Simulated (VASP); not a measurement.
# HC6 in VASP: notebook

Runs on HC6. Level: PBE. Tasks: single point.

All numbers are computed with VASP 6.6.1; they aren't measurements. Logs are shortened: lines on timing, memory, paths and dates and some standing lists are left out, and cuts for length are marked.

## Step 1: The cell of the first run

The cell holds a wire or tube with vacuum around it, 14 atoms: a = 4.933 Å, b = 8.522 Å, c = 22.942 Å, α = 90.00°, β = 90.00°, γ = 90.00°.

## Step 2: Single point, PBE

INCAR reads:

```
  ALGO = Normal
  DIPOL = 0.5 0.5 0.321
  EDIFF = 1E-7
  ENCUT = 520
  GGA = PE
  IDIPOL = 3
  ISIF = 2
  ISMEAR = 0
  LASPH = T
  LCHARG = F
  LDIPOL = T
  LREAL = F
  LWAVE = F
  NBANDS = 38
  NELM = 100
  PREC = Accurate
  SIGMA = 0.1
```

KPOINTS reads:

```
k-points
0
Gamma
  6 3 1
```

POSCAR reads:

```
HC6
1.0
    4.9326910638      0.0000000000      0.0000000000
    0.0000000000      8.5222964205      0.0000000000
    0.0000000000      0.0000000000     22.9416055954
C H
12 2
Direct
    0.0000000000      0.0000000000      0.1743557130
    0.5000000000      0.0000000000      0.1743557130
    0.2500000000      0.0000000000      0.2053898368
    0.7500000000      0.0000000000      0.2053898368
    0.2500000000      0.0000000000      0.2674580844
    0.7500000000      0.0000000000      0.2674580844
    0.0000000000      0.0000000000      0.2977124344
    0.5000000000      0.0000000000      0.2977124344
    0.0000000000      0.0000000000      0.3626190265
    0.5000000000      0.0000000000      0.3626190265
    0.2500000000      0.0000000000      0.3897550046
    0.7500000000      0.0000000000      0.3897550046
    0.1739765890      0.0000000000      0.5466751463
    0.3260234110      0.0000000000      0.5466751463
```

Potentials or basis: VASP PAW PBE potentials, release 64 (C, H).

The run is started by

```sh
$ cat potpaw_PBE.64/C/POTCAR potpaw_PBE.64/H/POTCAR > POTCAR
$ mpirun -np 1 vasp_std > vasp.out
```

OUTCAR:

```text
EDIFF = 1E-7
   ENCUT = 520
   GGA = PE
   ISIF = 2
   ISMEAR = 0
   LASPH = T
   LREAL = F
   NELM = 100
   PREC = Accurate

 ion  position               nearest neighbor table
   1  0.000  0.000  0.174-   3 1.42   4 1.42
   2  0.500  0.000  0.174-   3 1.42   4 1.42
   3  0.250  0.000  0.205-   5 1.42   2 1.42   1 1.42
   4  0.750  0.000  0.205-   6 1.42   2 1.42   1 1.42
   5  0.250  0.000  0.267-   7 1.42   8 1.42   3 1.42
   6  0.750  0.000  0.267-   7 1.42   8 1.42   4 1.42
   7  0.000  0.000  0.298-   5 1.42   6 1.42   9 1.49
   8  0.500  0.000  0.298-   5 1.42   6 1.42  10 1.49
   9  0.000  0.000  0.363-  11 1.38  12 1.38   7 1.49
  10  0.500  0.000  0.363-  11 1.38  12 1.38   8 1.49
  11  0.250  0.000  0.390-   9 1.38  10 1.38
  12  0.750  0.000  0.390-   9 1.38  10 1.38
  13  0.174  0.000  0.547-  14 0.75
  14  0.326  0.000  0.547-  13 0.75

  LATTYP: Found a simple orthorhombic cell.
 ALAT       =     4.9326910638
 B/A-ratio  =     1.7277174488
 C/A-ratio  =     4.6509309622

  Lattice vectors:

 A1 = (   4.9326910638,   0.0000000000,   0.0000000000)
 A2 = (   0.0000000000,   8.5222964205,   0.0000000000)
 A3 = (   0.0000000000,   0.0000000000,  22.9416055954)

Analysis of symmetry for initial positions (statically):
=====================================================================
 Subroutine PRICEL returns:
 Original cell was already a primitive cell.

 Routine SETGRP: Setting up the symmetry group for a
 simple orthorhombic supercell.

 Subroutine GETGRP returns: Found  4 space group operations
 (whereof  2 operations were pure point group operations)
 out of a pool of  8 trial point group operations.

The static configuration has the point symmetry C_1h.
 The point group associated with its full space group is C_2v.

Analysis of symmetry for dynamics (positions and initial velocities):
=====================================================================
 Subroutine PRICEL returns:
 Original cell was already a primitive cell.

 Routine SETGRP: Setting up the symmetry group for a
 simple orthorhombic supercell.

 Subroutine GETGRP returns: Found  4 space group operations
 (whereof  2 operations were pure point group operations)
 out of a pool of  8 trial point group operations.

The dynamic configuration has the point symmetry C_1h.
 The point group associated with its full space group is C_2v.

[... 126 lines left out ...]
  volume/ion in A,a.u.               =      68.89       464.87
  Fermi-wavevector in a.u.,A,eV,Ry     =   0.610441  1.153565  5.070043  0.372638
  Thomas-Fermi vector in A             =   1.666002
   LORBIT       =      0    0 simple, 1 ext, 2 COOP (PROOUT), +10 PAW based schemes
   GGA     = PE    functional components
   LHFCALC =     F    Hartree Fock is set to
   AEXX    =    0.0000 exact exchange contribution
   IVDW    =     0    specifies the selected vdW correction
   LEPSILON=     F    determine dielectric tensor
   LRPA    =     F    only Hartree local field effects (RPA)
 non-spin polarized calculation
 Gauss-broadening in eV      SIGMA  =   0.10
  energy-cutoff  :      520.00
  volume of cell :      964.42
 maximum number of plane-waves:     25994
 NGX is ok and might be reduce to    40
   NGX = 19   NGY = 31   NGZ = 85

 dipolmoment           0.000000      0.000000      0.062681 electrons x Angstroem

 number of electron      50.0000005 magnetization

 dipolmoment           0.000000      0.000000     -0.090758 electrons x Angstroem

 Free energy of the ion-electron system (eV)
  ---------------------------------------------------
  ext. energy  EPLUGINS =         0.00000000
  ---------------------------------------------------
  free energy    TOTEN  =      -104.64807426 eV

  energy without entropy =     -104.58675830  energy(sigma->0) =     -104.61741628

 E-fermi :  -4.7937     XC(G=0):  -2.0427

 val. band max:       -4.8412934450   @ k =   0.5000   0.3333   0.0000
 cond. band min:      -4.7462121945   @ k =   0.5000   0.0000   0.0000
 fundamental gap:      0.0950812504
 Fermi energy:        -4.7936962686

 k-point     1 :       0.0000    0.0000    0.0000
  band No.  band energies     occupation
      1     -23.3966      2.00000
      2     -21.7063      2.00000
      3     -19.3681      2.00000
      4     -19.2369      2.00000
      5     -19.1856      2.00000
      6     -17.5668      2.00000
[... 309 lines left out ...]
     36       2.2853      0.00000
     37       2.3758      0.00000
 [bands above 37 left out]

------------------------ aborting loop because EDIFF is reached ----------------------------------------

 vacuum level on the upper side and lower side of the slab       (xc-potential included)        -0.222         0.161

  FORCE on cell =-STRESS in cart. coord.  units (eV):
  Direction    XX          YY          ZZ          XY          YZ          ZX
  --------------------------------------------------------------------------------------
  -------------------------------------------------------------------------------------
  Total       -0.0989262     -0.0594567      2.2216087      0.0000000      0.0000000      0.0000000
  in kB       -0.1643454     -0.0987750      3.6907429      0.0000000      0.0000000      0.0000000
  external PRESSURE =       1.1425408 kB  Pullay stress =       0.0000000 kB

 VOLUME and BASIS-vectors are now :
 -----------------------------------------------------------------------------
  energy-cutoff  :      520.00
  volume of cell :      964.42
      direct lattice vectors                 reciprocal lattice vectors
     4.932691064  0.000000000  0.000000000     0.202729096  0.000000000  0.000000000
     0.000000000  8.522296421  0.000000000     0.000000000  0.117339265  0.000000000
     0.000000000  0.000000000 22.941605595     0.000000000  0.000000000  0.043588928

 POSITION                                       TOTAL-FORCE (eV/Angst)
 -----------------------------------------------------------------------------------
      0.00000      0.00000      4.00000        -0.002726      0.000000      1.704641
      2.46635      0.00000      4.00000         0.002726      0.000000      1.704641
      1.23317      0.00000      4.71197         0.000000      0.000000     -3.301452
      3.69952      0.00000      4.71197         0.000000      0.000000     -3.297449
      1.23317      0.00000      6.13592         0.000000      0.000000      1.542441
      3.69952      0.00000      6.13592         0.000000      0.000000      1.546148
      0.00000      0.00000      6.83000         0.005343      0.000000      0.003415
      2.46635      0.00000      6.83000        -0.005343      0.000000      0.003415
      0.00000      0.00000      8.31906        -0.001141      0.000000      0.026604
      2.46635      0.00000      8.31906         0.001141      0.000000      0.026604
      1.23317      0.00000      8.94161         0.000000      0.000000     -0.008556
      3.69952      0.00000      8.94161         0.000000      0.000000      0.054352
      0.85817      0.00000     12.54161        -0.008797      0.000000     -0.002401
      1.60817      0.00000     12.54161         0.008797      0.000000     -0.002401
 -----------------------------------------------------------------------------------
    total drift:                                0.000000      0.000000      0.000483

  FREE ENERGIE OF THE ION-ELECTRON SYSTEM (eV)
  ---------------------------------------------------
  free  energy   TOTEN  =      -104.6480742584 eV

  energy  without entropy=     -104.5867582974  energy(sigma->0) =     -104.61741628

 vacuum level on the upper side and lower side of the slab         1.094         1.486
```

It took 18 min on 1 thread of Oxide Virtual Turin-like, shared host; peak memory 0.89 GiB.

What came out:

* Free energy: -104.6481 eV
* Largest force: 3.301 eV/Å
* Band gap on the k mesh: 0.10 eV

Forces in eV/Å, atoms in the order of the input:
```
C   -0.003  0.000  1.705
C    0.003  0.000  1.705
C    0.000  0.000 -3.301
C    0.000  0.000 -3.297
C    0.000  0.000  1.542
C    0.000  0.000  1.546
C    0.005  0.000  0.003
C   -0.005  0.000  0.003
C   -0.001  0.000  0.027
C    0.001  0.000  0.027
C    0.000  0.000 -0.009
C    0.000  0.000  0.054
H   -0.009  0.000 -0.002
H    0.009  0.000 -0.002
```

## Step 3: Single point, PBE

INCAR reads:

```
SYSTEM = HC6
ALGO = Normal
DIPOL = 0.5 0.5 0.311
EDIFF = 1E-6
ENCUT = 520
GGA = PE
IDIPOL = 3
ISIF = 2
ISMEAR = 0
LASPH = .TRUE.
LCHARG = .TRUE.
LDIPOL = .TRUE.
LELF = .TRUE.
LREAL = .FALSE.
LVACPOTAV = .TRUE.
LVHAR = .TRUE.
LWAVE = .FALSE.
NBANDS = 38
NELM = 100
PREC = Accurate
SIGMA = 0.1
```

KPOINTS reads:

```
k-points
0
G
  6 3 1
  0 0 0
```

Changes to POSCAR since step 2:

```diff
@@ -20,3 +20,3 @@
     0.7500000000      0.0000000000      0.3897550046
-    0.1739765890      0.0000000000      0.5466751463
-    0.3260234110      0.0000000000      0.5466751463
+    0.1568459804      0.0000000000      0.4791123075
+    0.3431540196      0.0000000000      0.4791123075
```

Potentials or basis: VASP PAW PBE potentials, release 64 (C, H).

The run is started by

```sh
$ cat potpaw_PBE.64/C/POTCAR potpaw_PBE.64/H/POTCAR > POTCAR
$ mpirun -np 1 vasp_std > vasp.out
```

Run time: 17 min. Hardware: 1 thread of Oxide Virtual Turin-like, shared host; peak memory 0.92 GiB.

The run converged. Its results:

```
Free energy            : -104.2527 eV
Largest force          : 3.157 eV/Å
Band gap on the k mesh : 0.04 eV
```

Forces on the atoms (eV/Å):
```
C   -0.137  0.000  1.524
C    0.137  0.000  1.524
C    0.000  0.000 -3.157
C    0.000  0.000 -2.927
C    0.000  0.000  1.278
C    0.000  0.000  1.462
C    0.217  0.000  0.174
C   -0.217  0.000  0.174
C   -0.145  0.000 -0.168
C    0.145  0.000 -0.168
C    0.000  0.000 -1.209
C    0.000  0.000  1.381
H    2.790  0.000  0.056
H   -2.790  0.000  0.056
```

Levels at points of the mesh, in eV from the valence-band top:
```csv
k point,band 23,band 24,band 25,band 26,band 27,band 28
"(0.00, 0.00, 0.00)",-0.63,-0.24,-0.17,0.30,0.82,0.99
"(0.50, 0.00, 0.00)",-1.65,-0.15,0.00,0.04,0.14,2.83
```

## Step 4: Single point, PBE

INCAR reads:

```
SYSTEM = HC6
  PREC = Accurate
  ENCUT = 520
  EDIFF = 1E-6
  ISMEAR = 0
  SIGMA = 0.1
  LREAL = .FALSE.
  LASPH = .TRUE.
  NELM = 80
  ALGO = Normal
  ISIF = 2
  LWAVE = .FALSE.
  LCHARG = .FALSE.
  LDIPOL = .TRUE.
  IDIPOL = 3
  DIPOL = 0.5 0.5 0.317
  GGA = PE
  NBANDS = 38
```

KPOINTS reads:

```
regular mesh
0
G
  6 3 1
  0 0 0
```

Changes to POSCAR since step 3:

```diff
@@ -20,3 +20,3 @@
     0.7500000000      0.0000000000      0.3897550046
-    0.1568459804      0.0000000000      0.4791123075
-    0.3431540196      0.0000000000      0.4791123075
+    0.1568459804      0.0000000000      0.5205217894
+    0.3431540196      0.0000000000      0.5205217894
```

Potentials or basis: VASP PAW PBE potentials, release 64 (C, H).

The run is started by

```sh
$ cat potpaw_PBE.64/C/POTCAR potpaw_PBE.64/H/POTCAR > POTCAR
$ mpirun -np 1 vasp_std > vasp.out
```

OUTCAR:

```text
SYSTEM = HC6
   PREC = Accurate
   ENCUT = 520
   EDIFF = 1E-6
   ISMEAR = 0
   LREAL = .FALSE.
   LASPH = .TRUE.
   NELM = 80
   ISIF = 2
   GGA = PE

 ion  position               nearest neighbor table
   1  0.000  0.000  0.174-   3 1.42   4 1.42
   2  0.500  0.000  0.174-   3 1.42   4 1.42
   3  0.250  0.000  0.205-   5 1.42   2 1.42   1 1.42
   4  0.750  0.000  0.205-   6 1.42   2 1.42   1 1.42
   5  0.250  0.000  0.267-   7 1.42   8 1.42   3 1.42
   6  0.750  0.000  0.267-   7 1.42   8 1.42   4 1.42
   7  0.000  0.000  0.298-   5 1.42   6 1.42   9 1.49
[... 551 lines left out ...]
      direct lattice vectors                 reciprocal lattice vectors
     4.932691064  0.000000000  0.000000000     0.202729096  0.000000000  0.000000000
     0.000000000  8.522296421  0.000000000     0.000000000  0.117339265  0.000000000
     0.000000000  0.000000000 22.941605595     0.000000000  0.000000000  0.043588928

 POSITION                                       TOTAL-FORCE (eV/Angst)
 -----------------------------------------------------------------------------------
      0.00000      0.00000      4.00000        -0.014024      0.000000      1.684273
      2.46635      0.00000      4.00000         0.014024      0.000000      1.684273
      1.23317      0.00000      4.71197         0.000000      0.000000     -3.281825
      3.69952      0.00000      4.71197         0.000000      0.000000     -3.258905
      1.23317      0.00000      6.13592         0.000000      0.000000      1.519842
      3.69952      0.00000      6.13592         0.000000      0.000000      1.536552
      0.00000      0.00000      6.83000         0.026148      0.000000      0.017115
      2.46635      0.00000      6.83000        -0.026148      0.000000      0.017115
      0.00000      0.00000      8.31906        -0.008658      0.000000      0.024580
      2.46635      0.00000      8.31906         0.008658      0.000000      0.024580
      1.23317      0.00000      8.94161         0.000000      0.000000     -0.147418
      3.69952      0.00000      8.94161         0.000000      0.000000      0.177581
      0.77367      0.00000     11.94161         3.475545      0.000000      0.001119
      1.69267      0.00000     11.94161        -3.475545      0.000000      0.001119
 -----------------------------------------------------------------------------------
    total drift:                                0.000000      0.000000      0.000126

  FREE ENERGIE OF THE ION-ELECTRON SYSTEM (eV)
  ---------------------------------------------------
  free  energy   TOTEN  =      -104.3005509054 eV

  energy  without entropy=     -104.2379607416  energy(sigma->0) =     -104.26925582

 vacuum level on the upper side and lower side of the slab         1.033         1.529
```

OSZICAR:

```text
N       E                     dE             d eps       ncg     rms          rms(c)
DAV:   1     0.420718989830E+03    0.42072E+03   -0.16172E+04   672   0.903E+02
DAV:   2    -0.111133268880E+02   -0.43183E+03   -0.40398E+03   946   0.202E+02
DAV:   3    -0.107297717816E+03   -0.96184E+02   -0.94993E+02   786   0.103E+02
[... 20 lines left out ...]
DAV:  24    -0.104300534491E+03   -0.49390E-04   -0.56784E-06   586   0.526E-03    0.324E-03
DAV:  25    -0.104300546185E+03   -0.11694E-04   -0.15863E-06   538   0.304E-03    0.292E-03
DAV:  26    -0.104300548890E+03   -0.27048E-05   -0.77800E-07   494   0.191E-03    0.192E-03
DAV:  27    -0.104300550277E+03   -0.13866E-05   -0.20114E-07   482   0.109E-03    0.412E-04
DAV:  28    -0.104300550905E+03   -0.62865E-06   -0.40279E-08   472   0.617E-04
   1 F= -.10430055E+03 E0= -.10426926E+03  d E =-.625902E-01
```

stdout:

```text
POSCAR found type information on POSCAR C H
 POSCAR found :  2 types and      14 ions
 scaLAPACK will be used
 LDA part: xc-table for (Slater+PW92), standard interpolation
 POSCAR, INCAR and KPOINTS ok, starting setup
 FFT: planning ... GRIDC
 FFT: planning ... GRID_SOFT
 FFT: planning ... GRID
 WAVECAR not read
 entering main loop
```

Wall time 17 min (1 thread of Oxide Virtual Turin-like, shared host); peak memory 0.91 GiB.

What came out:

- Free energy: -104.3006 eV
- Largest force: 3.476 eV/Å
- Band gap on the k mesh: 0.09 eV

Forces on the atoms (eV/Å):
```
C   -0.014  0.000  1.684
C    0.014  0.000  1.684
C    0.000  0.000 -3.282
C    0.000  0.000 -3.259
C    0.000  0.000  1.520
C    0.000  0.000  1.537
C    0.026  0.000  0.017
C   -0.026  0.000  0.017
C   -0.009  0.000  0.025
C    0.009  0.000  0.025
C    0.000  0.000 -0.147
C    0.000  0.000  0.178
H    3.476  0.000  0.001
H   -3.476  0.000  0.001
```

## Step 5: Summary

| cell | gap on the mesh (eV) | largest force (eV/Å) |
| --- | --- | --- |
| as given, atomic positions A | 0.10 | 3.30 |
| as given, atomic positions B | 0.04 | 3.16 |
| as given, atomic positions C | 0.09 | 3.48 |

Alike in all rows: task single point; level PBE; potentials or basis VASP PAW PBE potentials, release 64 (C, H); no spin polarisation; k mesh 6 × 3 × 1; cutoff (eV) 520; smearing gaussian 0.1 eV.

Absolute energies hang on the potentials; compare differences alone.
